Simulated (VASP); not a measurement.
# Ca8S7 (a cell with a defect) in VASP: a series of runs

Runs on Ca8S7 (a cell with a defect). Level: PBE. Tasks: single point.

Program: VASP 6.6.1. These are calculated values, not measurements. Logs are shortened: lines on timing, memory, paths and dates and some standing lists are left out, and cuts for length are marked.

## (1) The cell of the first run

The cell holds a defect, 15 atoms: a = 7.972 Å, b = 7.972 Å, c = 7.972 Å, α = 60.00°, β = 60.00°, γ = 60.00°.

## (2) Single point, PBE

The input, INCAR:

```
SYSTEM = Ca8S7
  PREC = Accurate
  ENCUT = 520
  EDIFF = 1E-7
  ISMEAR = -1
  SIGMA = 0.05
  LREAL = Auto
  LASPH = .True.
  NELM = 80
  ALGO = Normal
  ISIF = 2
  LWAVE = .False.
  LCHARG = .True.
  GGA = PE
  LELF = .True.
  LVHAR = .True.
  NBANDS = 74
```

The input, KPOINTS:

```
regular mesh
0
Gamma
  2 2 2
  0 0 0
```

The input, POSCAR:

```
Ca8S7
1.0
    0.0000000000      5.6369920000      5.6369920000
    5.6369920000      0.0000000000      5.6369920000
    5.6369920000      5.6369920000      0.0000000000
Ca S
8 7
Direct
   -0.0001003195      0.0012562551      0.0006263092
   -0.0008588801      0.0004606180      0.5013502769
   -0.0000712259      0.5000616464      0.0006523869
   -0.0001665782      0.4997314170      0.5020534001
    0.4984921923      0.0011311884      0.0006768681
    0.4985057634      0.0012882757      0.5020741559
    0.4992265378      0.5003056595      0.0014520155
    0.4984658485      0.5000337059      0.5018577284
    0.2492043629      0.2504399510      0.2513558650
   -0.2508980854      0.2504886471      0.7514189305
    0.2491273715      0.7504509497      0.2512581178
    0.2493047711      0.7504591101      0.7513109829
    0.7493346629      0.2506151330      0.2513286341
    0.7492117250      0.7506030699      0.2513577277
    0.7491487481      0.7504425232      0.7514102379
```

Potentials or basis: VASP PAW PBE potentials, release 64 (Ca_sv, S).

Launch:

```sh
$ cat potpaw_PBE.64/Ca_sv/POTCAR potpaw_PBE.64/S/POTCAR > POTCAR
$ mpirun -np 1 vasp_std > vasp.out
```

OUTCAR:

```text
SYSTEM = Ca8S7
   PREC = Accurate
   ENCUT = 520
   EDIFF = 1E-7
   ISMEAR = -1
   LREAL = Auto
   LASPH = .True.
   NELM = 80
   ISIF = 2
   GGA = PE

 ion  position               nearest neighbor table
   1  1.000  0.001  0.001-  11 2.82  10 2.82  13 2.82  12 2.82  14 2.83
   2  0.999  0.000  0.501-  13 2.82  15 2.82   9 2.82  10 2.82  11 2.82  12 2.82
   3  1.000  0.500  0.001-  12 2.82   9 2.82  15 2.82  13 2.82  14 2.83
   4  1.000  0.500  0.502-  10 2.82   9 2.82  11 2.82  15 2.82  14 2.83
   5  0.498  0.001  0.001-  15 2.82  10 2.82   9 2.82  11 2.82  14 2.83
   6  0.499  0.001  0.502-  15 2.82   9 2.82  12 2.82  13 2.82  14 2.83
   7  0.499  0.500  0.001-  10 2.82   9 2.82  11 2.82  13 2.82  15 2.82  12 2.82
   8  0.498  0.500  0.502-  12 2.82  11 2.82  13 2.82  10 2.82  14 2.83
   9  0.249  0.250  0.251-   7 2.82   3 2.82   5 2.82   4 2.82   6 2.82   2 2.82
  10  0.749  0.250  0.751-   7 2.82   5 2.82   4 2.82   1 2.82   2 2.82   8 2.82
  11  0.249  0.750  0.251-   1 2.82   8 2.82   7 2.82   4 2.82   5 2.82   2 2.82
  12  0.249  0.750  0.751-   3 2.82   8 2.82   6 2.82   7 2.82   1 2.82   2 2.82
  13  0.749  0.251  0.251-   2 2.82   8 2.82   7 2.82   3 2.82   1 2.82   6 2.82
  14  0.749  0.751  0.251-   3 2.83   8 2.83   4 2.83   1 2.83   5 2.83   6 2.83
  15  0.749  0.750  0.751-   5 2.82   6 2.82   2 2.82   3 2.82   7 2.82   4 2.82

  LATTYP: Found a face centered cubic cell.
 ALAT       =    11.2739840000

  Lattice vectors:

 A1 = (   0.0000000000,   5.6369920000,   5.6369920000)
 A2 = (   5.6369920000,   0.0000000000,   5.6369920000)
 A3 = (   5.6369920000,   5.6369920000,   0.0000000000)

Analysis of symmetry for initial positions (statically):
=====================================================================
 Subroutine PRICEL returns:
 Original cell was already a primitive cell.

 Routine SETGRP: Setting up the symmetry group for a
 face centered cubic supercell.

 Subroutine GETGRP returns: Found  1 space group operations
 (whereof  1 operations were pure point group operations)
 out of a pool of 48 trial point group operations.

The static configuration has the point symmetry C_1 .

Analysis of symmetry for dynamics (positions and initial velocities):
=====================================================================
 Subroutine PRICEL returns:
 Original cell was already a primitive cell.

 Routine SETGRP: Setting up the symmetry group for a
 face centered cubic supercell.

 Subroutine GETGRP returns: Found  1 space group operations
 (whereof  1 operations were pure point group operations)
 out of a pool of 48 trial point group operations.

The dynamic configuration has the point symmetry C_1 .

 Subroutine INISYM returns: Found  1 space group operations
 (whereof  1 operations are pure point group operations),
 and found     1 'primitive' translations

----------------------------------------------------------------------------------------

                                     Primitive cell

  volume of cell :     358.2385

  direct lattice vectors                    reciprocal lattice vectors
     0.000000000  5.636992000  5.636992000    -0.088699789  0.088699789  0.088699789
     5.636992000  0.000000000  5.636992000     0.088699789 -0.088699789  0.088699789
     5.636992000  5.636992000  0.000000000     0.088699789  0.088699789 -0.088699789

  length of vectors
     7.971910537  7.971910537  7.971910537     0.153632541  0.153632541  0.153632541

  position of ions in fractional coordinates (direct lattice)
     0.999899681  0.001256255  0.000626309
     0.999141120  0.000460618  0.501350277
     0.999928774  0.500061646  0.000652387
     0.999833422  0.499731417  0.502053400
     0.498492192  0.001131188  0.000676868
     0.498505763  0.001288276  0.502074156
     0.499226538  0.500305660  0.001452015
     0.498465848  0.500033706  0.501857728
     0.249204363  0.250439951  0.251355865
     0.749101915  0.250488647  0.751418931
     0.249127372  0.750450950  0.251258118
     0.249304771  0.750459110  0.751310983
     0.749334663  0.250615133  0.251328634
     0.749211725  0.750603070  0.251357728
     0.749148748  0.750442523  0.751410238

  ion indices of the primitive-cell ions
   primitive index   ion index
                 1           1
                 2           2
                 3           3
                 4           4
                 5           5
                 6           6
                 7           7
                 8           8
                 9           9
                10          10
                11          11
                12          12
                13          13
                14          14
                15          15

----------------------------------------------------------------------------------------

 KPOINTS: regular mesh

Automatic generation of k-mesh.
 Grid dimensions read from file:
 generate k-points for:    2    2    2

 Generating k-lattice:

  Cartesian coordinates                     Fractional coordinates (reciprocal lattice)
    -0.044349894  0.044349894  0.044349894     0.500000000  0.000000000  0.000000000
     0.044349894 -0.044349894  0.044349894     0.000000000  0.500000000  0.000000000
     0.044349894  0.044349894 -0.044349894     0.000000000  0.000000000  0.500000000

  Length of vectors
     0.076816270  0.076816270  0.076816270

  Shift w.r.t. Gamma in fractional coordinates (k-lattice)
     0.000000000  0.000000000  0.000000000

 Subroutine IBZKPT returns following result:
 ===========================================

 Found      8 irreducible k-points:

 Following reciprocal coordinates:
            Coordinates               Weight
  0.000000  0.000000  0.000000      1.000000
  0.500000  0.000000  0.000000      1.000000
  0.000000  0.500000  0.000000      1.000000
  0.000000  0.000000  0.500000      1.000000
  0.500000  0.500000  0.500000      1.000000
  0.500000  0.500000  0.000000      1.000000
  0.000000  0.500000  0.500000      1.000000
  0.500000  0.000000  0.500000      1.000000
   k-points           NKPTS =      8   k-points in BZ     NKDIM =      8   number of bands    NBANDS=     74
   number of dos      NEDOS =    301   number of ions     NIONS =     15
   total plane-waves  NPLWV = 216000
   dimension x,y,z NGX =    60 NGY =   60 NGZ =   60
   dimension x,y,z NGXF=   120 NGYF=  120 NGZF=  120
   ions per type =               8   7
   NGX,Y,Z   is equivalent  to a cutoff of  12.51, 12.51, 12.51 a.u.
   NGXF,Y,Z  is equivalent  to a cutoff of  25.02, 25.02, 25.02 a.u.
 SYSTEM =  Ca8S7
   PREC   = accura    normal or accurate (medium, high low for compatibility)
   ISTART =      0    job   : 0-new  1-cont  2-samecut
   ICHARG =      2    charge: 1-file 2-atom 10-const
   ISPIN  =      1    spin polarized calculation?
   LNONCOLLINEAR =      F non collinear calculations
   LSORBIT =      F    spin-orbit coupling
   LASPH  =      T    aspherical Exc in radial PAW
   ENCUT  =  520.0 eV  38.22 Ry    6.18 a.u.  14.82 14.82 14.82*2*pi/ulx,y,z
   NELM   =     80;   NELMIN=  2; NELMDL= -5     # of ELM steps
   EDIFF  = 0.1E-06   stopping-criterion for ELM
   LREAL  =      T    real-space projection
   EDIFFG = 0.1E-05   stopping-criterion for IOM
   NSW    =      0    number of steps for IOM
   IBRION =     -1    ionic relax: 0-MD 1-quasi-New 2-CG
   NFREE  =      0    steps in history (QN), initial steepest desc. (CG)
   ISIF   =      2    stress and relaxation
   ISYM   =      2    0-nonsym 1-usesym 2-fastsym
   POTIM  = 0.5000    time-step for ionic-motion
   TEBEG  =    0.0;   TEEND  =   0.0 temperature during run
   PSTRESS=    0.0 pullay stress
   NELECT =     122.0000    total number of electrons
   NUPDOWN=      -1.0000    fix difference up-down
   EMIN   =  10.00;   EMAX   =-10.00  energy-range for DOS
   EFERMI =   0.00;   METHOD = LEGACY
   ISMEAR =    -1;   SIGMA  =   0.05  broadening in eV -4-tet -1-fermi 0-gaus
   EFERMI_NEDOS =   21; number of points for ismear=-14 and -15
   IALGO  =     38    algorithm
   IMIX   =      4    mixing-type and parameters
     AMIX     =   0.40;   BMIX     =  1.00
     AMIX_MAG =   1.60;   BMIX_MAG =  1.00
  volume/ion in A,a.u.               =      23.88       161.17
  Fermi-wavevector in a.u.,A,eV,Ry     =   1.143240  2.160410 17.782779  1.306997
  Thomas-Fermi vector in A             =   2.279936
   LORBIT       =      0    0 simple, 1 ext, 2 COOP (PROOUT), +10 PAW based schemes
   GGA     = PE    functional components
   LHFCALC =     F    Hartree Fock is set to
   AEXX    =    0.0000 exact exchange contribution
   IVDW    =     0    specifies the selected vdW correction
   LEPSILON=     F    determine dielectric tensor
   LRPA    =     F    only Hartree local field effects (RPA)
 non-spin polarized calculation
  energy-cutoff  :      520.00
  volume of cell :      358.24
 maximum number of plane-waves:      9684
 NGX is ok and might be reduce to    60
   NGX = 29   NGY = 29   NGZ = 29

 number of electron     122.0000001 magnetization

 Free energy of the ion-electron system (eV)
  ---------------------------------------------------
  ext. energy  EPLUGINS =         0.00000000
  ---------------------------------------------------
  free energy    TOTEN  =       -73.90859925 eV

  energy without entropy =      -73.88276515  energy(sigma->0) =      -73.89568220

 E-fermi :   4.7438     XC(G=0):  -9.2084

 val. band max:        4.6023266150   @ k =   0.0000   0.5000   0.5000
 cond. band min:       4.8582628774   @ k =   0.0000   0.0000   0.0000
 fundamental gap:      0.2559362625
 Fermi energy:         4.7438298233

 k-point     1 :       0.0000    0.0000    0.0000
  band No.  band energies     occupation
      1     -36.6638      2.00000
      2     -36.6543      2.00000
      3     -36.6542      2.00000
      4     -36.6542      2.00000
      5     -36.6503      2.00000
      6     -36.6501      2.00000
[... 65 lines left out ...]
     72       7.4657      0.00000
     73       7.4660      0.00000

 k-point     2 :       0.5000    0.0000    0.0000
  band No.  band energies     occupation
      1     -36.6590      2.00000
      2     -36.6585      2.00000
      3     -36.6527      2.00000
      4     -36.6523      2.00000
      5     -36.6522      2.00000
      6     -36.6516      2.00000
[... 65 lines left out ...]
     72       7.5511      0.00000
     73       7.5533      0.00000

 k-point     3 :       0.0000    0.5000    0.0000
  band No.  band energies     occupation
      1     -36.6591      2.00000
      2     -36.6584      2.00000
      3     -36.6528      2.00000
      4     -36.6523      2.00000
      5     -36.6522      2.00000
      6     -36.6516      2.00000
[... 369 lines left out ...]
     72       7.7465      0.00000
     73       7.8097      0.00000

 k-point     8 :       0.5000    0.0000    0.5000
  band No.  band energies     occupation
      1     -36.6585      2.00000
      2     -36.6549      2.00000
      3     -36.6543      2.00000
      4     -36.6543      2.00000
      5     -36.6542      2.00000
      6     -36.6501      2.00000
[... 65 lines left out ...]
     72       7.7483      0.00000
     73       7.8238      0.00000
 [bands above 73 left out]

------------------------ aborting loop because EDIFF is reached ----------------------------------------

  FORCE on cell =-STRESS in cart. coord.  units (eV):
  Direction    XX          YY          ZZ          XY          YZ          ZX
  --------------------------------------------------------------------------------------
  -------------------------------------------------------------------------------------
  Total        4.4530260      4.4495301      4.4526438      0.0015600     -0.0003092     -0.0010300
  in kB       19.9156077     19.8999727     19.9138985      0.0069769     -0.0013827     -0.0046063
  external PRESSURE =      19.9098263 kB  Pullay stress =       0.0000000 kB

 VOLUME and BASIS-vectors are now :
 -----------------------------------------------------------------------------
  energy-cutoff  :      520.00
  volume of cell :      358.24
      direct lattice vectors                 reciprocal lattice vectors
     0.000000000  5.636992000  5.636992000    -0.088699789  0.088699789  0.088699789
     5.636992000  0.000000000  5.636992000     0.088699789 -0.088699789  0.088699789
     5.636992000  5.636992000  0.000000000     0.088699789  0.088699789 -0.088699789

 POSITION                                       TOTAL-FORCE (eV/Angst)
 -----------------------------------------------------------------------------------
      0.01061      5.63996      5.64351        -0.000807     -0.001120      0.010391
      2.82870      8.45826      5.63475         0.000239      0.002217      0.001097
      2.82252      5.64027      8.45543        -0.013897     -0.000897     -0.004867
      5.64705      8.46612      8.45303         0.001854      0.010198      0.001275
      0.01019      2.81381      2.81637         0.000073     -0.011032      0.000800
      2.83745      5.64026      2.81734         0.007662      0.000375     -0.000056
      2.82840      2.82232      5.63435         0.000356     -0.001893      0.003940
      5.64765      5.63882      5.62853        -0.001187      0.004813     -0.011844
      2.82862      2.82165      2.81649         0.001483      0.001036     -0.001190
      5.64774      8.45842      5.63468        -0.003021     -0.000799      0.000582
      5.64663      2.82067      5.63461         0.003976      0.003471      0.001246
      8.46547      5.64046      5.63566         0.003729     -0.002565      0.001318
      2.82945      5.64073      5.63671        -0.001217     -0.002957     -0.003565
      5.64805      5.64020      8.45444         0.000719     -0.001652     -0.000774
      8.46593      8.45864      8.45318         0.000039      0.000807      0.001646
 -----------------------------------------------------------------------------------
    total drift:                                0.008990      0.003487     -0.003518

  FREE ENERGIE OF THE ION-ELECTRON SYSTEM (eV)
  ---------------------------------------------------
  free  energy   TOTEN  =       -73.9085992514 eV

  energy  without entropy=      -73.8827651494  energy(sigma->0) =      -73.89568220
```

It took 8 min on 1 thread of Intel Xeon Platinum 8559C (Emerald Rapids), shared host; peak memory 0.54 GiB.

What came out:

```yaml
Free_energy: -73.9086 eV
Pressure: 2.0 GPa
Largest_force: 0.015 eV/Å
Band_gap_on_the_k_mesh: 0.26 eV
```

Forces on the atoms (eV/Å):
```
Ca  -0.001 -0.001  0.010
Ca   0.000  0.002  0.001
Ca  -0.014 -0.001 -0.005
Ca   0.002  0.010  0.001
Ca   0.000 -0.011  0.001
Ca   0.008  0.000  0.000
Ca   0.000 -0.002  0.004
Ca  -0.001  0.005 -0.012
S    0.001  0.001 -0.001
S   -0.003 -0.001  0.001
S    0.004  0.003  0.001
S    0.004 -0.003  0.001
S   -0.001 -0.003 -0.004
S    0.001 -0.002 -0.001
S    0.000  0.001  0.002
```

Caveat: the k points lie up to 0.48 Å⁻¹ apart.

## (3) Single point, PBE

The input, INCAR:

```
PREC = Accurate
ENCUT = 520
EDIFF = 1E-7
ISMEAR = -1
SIGMA = 0.05
LREAL = Auto
LASPH = True
NELM = 60
ALGO = Normal
ISIF = 2
LWAVE = False
LCHARG = False
GGA = PE
NBANDS = 74
```

The input, KPOINTS:

```
Automatic mesh
0
Gamma
  2 2 2
```

The input, POSCAR:

```
Ca8S7
1.0
    0.0000000000      5.6369920000      5.6369920000
    5.6369920000      0.0000000000      5.6369920000
    5.6369920000      5.6369920000      0.0000000000
Ca S
8 7
Direct
   -0.0012782527      0.0006766907      0.0005372546
   -0.0012928881      0.0007346117      0.5015279426
   -0.0006601038      0.5004223884      0.0010557049
   -0.0012539489      0.4995023055      0.5017746167
    0.4998396308      0.0006377515      0.0005926920
    0.4993013118      0.0002972330      0.5011152224
    0.4998403404      0.4995527757      0.0005854186
    0.4997390452      0.4998330670      0.5014903339
    0.2493191404      0.2502022355      0.2510592529
    0.2492722182      0.2501370412      0.7511726999
    0.2492228125      0.7501002308      0.2510012432
    0.2494003894      0.7502001067      0.7509283320
    0.7493869958      0.2503353739      0.2509709966
    0.7493178986      0.7501985101      0.2511596610
    0.7493131088      0.7501568212      0.7510957972
```

Potentials or basis: VASP PAW PBE potentials, release 64 (Ca_sv, S).

Launch:

```sh
$ cat potpaw_PBE.64/Ca_sv/POTCAR potpaw_PBE.64/S/POTCAR > POTCAR
$ mpirun -np 1 vasp_std > vasp.out
```

It took 20 min on 1 thread of Oxide Virtual Turin-like, shared host; peak memory 0.51 GiB.

The run converged. Its results:

* Free energy: -73.9084 eV
* Pressure: 2.0 GPa
* Largest force: 0.025 eV/Å
* Band gap on the k mesh: 0.25 eV

Forces in eV/Å, atoms in the order of the input:
```
Ca   0.000 -0.022  0.003
Ca   0.021  0.002  0.002
Ca  -0.006  0.000 -0.005
Ca  -0.001 -0.002 -0.020
Ca   0.000 -0.002  0.023
Ca  -0.003 -0.001  0.000
Ca  -0.024 -0.002  0.003
Ca  -0.003  0.025 -0.003
S    0.001  0.002 -0.002
S    0.002  0.000  0.003
S    0.005  0.002  0.002
S    0.005  0.000  0.000
S    0.001  0.000 -0.004
S    0.001 -0.002 -0.001
S    0.002  0.000  0.000
```

Levels at points of the mesh, in eV from the valence-band top:
```
           k point  band 58  band 59  band 60  band 61  band 62  band 63  band 64  band 65
(0.00, 0.00, 0.00)    -2.35    -2.34    -2.34    -0.62     0.25     0.25     0.25     2.11
(0.50, 0.00, 0.00)    -2.98    -2.84    -2.84    -0.04     0.85     1.54     1.54     1.81
(0.00, 0.50, 0.00)    -2.98    -2.84    -2.84    -0.04     0.85     1.54     1.54     1.81
(0.00, 0.00, 0.50)    -2.98    -2.84    -2.84    -0.04     0.85     1.54     1.54     1.81
(0.50, 0.50, 0.50)    -2.98    -2.84    -2.84    -0.04     0.85     1.54     1.54     1.81
(0.50, 0.50, 0.00)    -2.96    -2.69    -2.69     0.00     0.92     1.14     1.30     1.79
(0.00, 0.50, 0.50)    -2.96    -2.69    -2.69     0.00     0.92     1.14     1.29     1.79
(0.50, 0.00, 0.50)    -2.96    -2.69    -2.69     0.00     0.92     1.14     1.29     1.79
```

Caveat: the k points lie up to 0.48 Å⁻¹ apart.
